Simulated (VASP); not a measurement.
# MnAs (P6_3/mmc) in VASP: single point with LDA

Aim: the single point of MnAs with LDA.

All numbers are computed with VASP 6.6.1; they aren't measurements. Logs are shortened: lines on timing, memory, paths and dates and some standing lists are left out, and cuts for length are marked.

### Step 1. The cell of the first run

Symmetry: P6_3/mmc, No. 194, hexagonal system. Conventional cell: a = 3.710 Å, b = 3.710 Å, c = 5.691 Å, α = 90.00°, β = 90.00°, γ = 120.00°. Within 3.4 Å of Mn (site symmetry -3m) lie 6 As at 2.57 Å and 2 Mn at 2.85 Å. As (site symmetry -6m2) has 6 Mn at 2.57 Å within 3.4 Å.

### Step 2. Single point, LDA, collinear spin, antiferromagnetic start

INCAR reads:

```
SYSTEM = MnAs
  ALGO = Normal
  EDIFF = 1E-7
  ENCUT = 520
  ISIF = 2
  ISMEAR = 1
  ISPIN = 2
  LASPH = .True.
  LCHARG = .False.
  LMAXMIX = 4
  LORBIT = 11
  LREAL = .False.
  LWAVE = .False.
  MAGMOM = 2.8 -2.8 0 0
  NBANDS = 30
  NELM = 150
  PREC = Accurate
  SIGMA = 0.05
```

KPOINTS reads:

```
k-points
0
Gamma
  10 10 6
  0 0 0
```

POSCAR reads:

```
MnAs
1.0
    3.7100000000      0.0000000000      0.0000000000
   -1.8550000000      3.2129540000      0.0000000000
    0.0000000000      0.0000000000      5.6910000000
Mn As
2 2
Direct
    0.0000000000      0.0000000000      0.0000000000
    0.0000000000      0.0000000000      0.5000000000
    0.3333333333      0.6666666667      0.2500000000
    0.6666666667      0.3333333333      0.7500000000
```

Potentials or basis: VASP PAW LDA potentials, release 64 (Mn_pv, As).

Run with:

```console
$ cat potpaw_LDA.64/Mn_pv/POTCAR potpaw_LDA.64/As/POTCAR > POTCAR
$ mpirun -np 1 vasp_std > vasp.out
```

OUTCAR:

```text
SYSTEM = MnAs
   EDIFF = 1E-7
   ENCUT = 520
   ISIF = 2
   ISMEAR = 1
   ISPIN = 2
   LASPH = .True.
   LORBIT = 11
   LREAL = .False.
   NELM = 150
   PREC = Accurate

 ion  position               nearest neighbor table
   1  0.000  0.000  0.000-   3 2.57   4 2.57   4 2.57   3 2.57   4 2.57   3 2.57   2 2.85   2 2.85

   2  0.000  0.000  0.500-   3 2.57   4 2.57   4 2.57   3 2.57   4 2.57   3 2.57   1 2.85   1 2.85

   3  0.333  0.667  0.250-   1 2.57   2 2.57   1 2.57   2 2.57   1 2.57   2 2.57
   4  0.667  0.333  0.750-   1 2.57   2 2.57   1 2.57   2 2.57   1 2.57   2 2.57

  LATTYP: Found a hexagonal cell.
 ALAT       =     3.7100000000
 C/A-ratio  =     1.5339622642

  Lattice vectors:

 A1 = (   3.7100000000,   0.0000000000,   0.0000000000)
 A2 = (  -1.8550000000,   3.2129540000,   0.0000000000)
 A3 = (   0.0000000000,   0.0000000000,   5.6910000000)

Analysis of symmetry for initial positions (statically):
=====================================================================
 Subroutine PRICEL returns:
 Original cell was already a primitive cell.

 Routine SETGRP: Setting up the symmetry group for a
 hexagonal supercell.

 Subroutine GETGRP returns: Found 24 space group operations
 (whereof 12 operations were pure point group operations)
 out of a pool of 24 trial point group operations.

The static configuration has the point symmetry D_3d.
 The point group associated with its full space group is D_6h.

Analysis of symmetry for dynamics (positions and initial velocities):
=====================================================================
 Subroutine PRICEL returns:
 Original cell was already a primitive cell.

 Routine SETGRP: Setting up the symmetry group for a
 hexagonal supercell.

 Subroutine GETGRP returns: Found 24 space group operations
 (whereof 12 operations were pure point group operations)
 out of a pool of 24 trial point group operations.

The dynamic configuration has the point symmetry D_3d.
 The point group associated with its full space group is D_6h.

Analysis of structural, dynamic, and magnetic symmetry:
=====================================================================
 Subroutine PRICEL returns:
 Original cell was already a primitive cell.

 Routine SETGRP: Setting up the symmetry group for a
 hexagonal supercell.

 Subroutine GETGRP returns: Found 24 space group operations
 (whereof 12 operations were pure point group operations)
 out of a pool of 24 trial point group operations.

[... 133 lines left out ...]
   IVDW    =     0    specifies the selected vdW correction
   LEPSILON=     F    determine dielectric tensor
   LRPA    =     F    only Hartree local field effects (RPA)
 spin polarized calculation
 Methfessel and Paxton  Order N= 1 SIGMA  =   0.05
  energy-cutoff  :      520.00
  volume of cell :       67.84
 maximum number of plane-waves:      1848
 NGX is ok and might be reduce to    28
   NGX = 13   NGY = 13   NGZ = 21

 number of electron      35.9999984 magnetization      -0.0000000

 number of electron      35.9999984 magnetization       0.0000000

 Free energy of the ion-electron system (eV)
  ---------------------------------------------------
  ext. energy  EPLUGINS =         0.00000000
  ---------------------------------------------------
  free energy    TOTEN  =       -30.86817877 eV

  energy without entropy =      -30.86840544  energy(sigma->0) =      -30.86825432

 E-fermi :   6.4535     XC(G=0): -11.4179

 val. band max:        6.4432085578   @ k =   0.2000   0.1000   0.3333
 cond. band min:       6.4602078836   @ k =   0.3000   0.2000   0.1667
 fundamental gap:      0.0169993258
 Fermi energy:         6.4534579853

 spin component 1

 k-point     1 :       0.0000    0.0000    0.0000
  band No.  band energies     occupation
      1     -42.4201      1.00000
      2     -42.4201      1.00000
      3     -42.3611      1.00000
      4     -39.7822      1.00000
      5     -39.7227      1.00000
      6     -39.7227      1.00000
[... 781 lines left out ...]
     29      15.8236      0.00000
     30      17.2537      0.00000

 [... further k-points ...]

 spin component 2

 k-point     1 :       0.0000    0.0000    0.0000
  band No.  band energies     occupation
      1     -42.4201      1.00000
      2     -42.4201      1.00000
      3     -42.3611      1.00000
      4     -39.7822      1.00000
      5     -39.7227      1.00000
      6     -39.7227      1.00000
[... 781 lines left out ...]
     29      15.8117      0.00000
     30      17.2505      0.00000

 [... further k-points ...]

------------------------ aborting loop because EDIFF is reached ----------------------------------------

  FORCE on cell =-STRESS in cart. coord.  units (eV):
  Direction    XX          YY          ZZ          XY          YZ          ZX
  --------------------------------------------------------------------------------------
  -------------------------------------------------------------------------------------
  Total       -7.0853914     -7.0853903     -6.8428932      0.0000000      0.0000000      0.0000000
  in kB     -167.3429507   -167.3429249   -161.6156223      0.0000000      0.0000000      0.0000000
  external PRESSURE =    -165.4338326 kB  Pullay stress =       0.0000000 kB

 VOLUME and BASIS-vectors are now :
 -----------------------------------------------------------------------------
  energy-cutoff  :      520.00
  volume of cell :       67.84
      direct lattice vectors                 reciprocal lattice vectors
     3.710000000  0.000000000  0.000000000     0.269541779  0.155620031  0.000000000
    -1.855000000  3.212954000  0.000000000     0.000000000  0.311240061  0.000000000
     0.000000000  0.000000000  5.691000000     0.000000000  0.000000000  0.175716043

 POSITION                                       TOTAL-FORCE (eV/Angst)
 -----------------------------------------------------------------------------------
      0.00000      0.00000      0.00000         0.000000      0.000000     -0.000000
      0.00000      0.00000      2.84550         0.000000      0.000000     -0.000000
     -0.00000      2.14197      1.42275        -0.000000     -0.000000      0.000000
      1.85500      1.07098      4.26825         0.000000      0.000000      0.000000
 -----------------------------------------------------------------------------------
    total drift:                               -0.000000      0.000000      0.000000

  FREE ENERGIE OF THE ION-ELECTRON SYSTEM (eV)
  ---------------------------------------------------
  free  energy   TOTEN  =       -30.8681787660 eV

  energy  without entropy=      -30.8684054408  energy(sigma->0) =      -30.86825432

 total charge

# of ion       s       p       d       tot
------------------------------------------
    1        0.278   6.232   5.109  11.618
    2        0.278   6.232   5.109  11.618
    3        1.224   1.492   0.054   2.771
    4        1.224   1.492   0.054   2.771
--------------------------------------------------
tot          3.004  15.448  10.325  28.777

 magnetization (x)

# of ion       s       p       d       tot
------------------------------------------
    1        0.028   0.025   2.685   2.737
    2       -0.028  -0.025  -2.685  -2.737
    3        0.000   0.000   0.000   0.000
    4        0.000   0.000   0.000   0.000
--------------------------------------------------
tot          0.000   0.000   0.000   0.000
```

stdout:

```text
POSCAR found type information on POSCAR MnAs
 POSCAR found :  2 types and       4 ions
 scaLAPACK will be used
 LDA part: xc-table for (Slater(with rela. corr.)+CA(PZ))
 , standard interpolation
 POSCAR, INCAR and KPOINTS ok, starting setup
 FFT: planning ... GRIDC
 FFT: planning ... GRID_SOFT
 FFT: planning ... GRID
 WAVECAR not read
 entering main loop
```

Wall time 3.5 min (1 thread of Intel Xeon Platinum 8375C at 2.90GHz (Ice Lake), shared host); peak memory 0.27 GiB.

What came out:

* Free energy: -30.8682 eV
* Pressure: -16.5 GPa
* Band gap on the k mesh: zero (filled and empty bands overlap)
* Net moment: 0.00 μB per cell
* Site moments: Mn +2.74, -2.74; As +0.00 μB
* Valence electrons inside the program's atomic spheres: Mn 11.62; As 2.77

Caveat: the cell stands under tension.
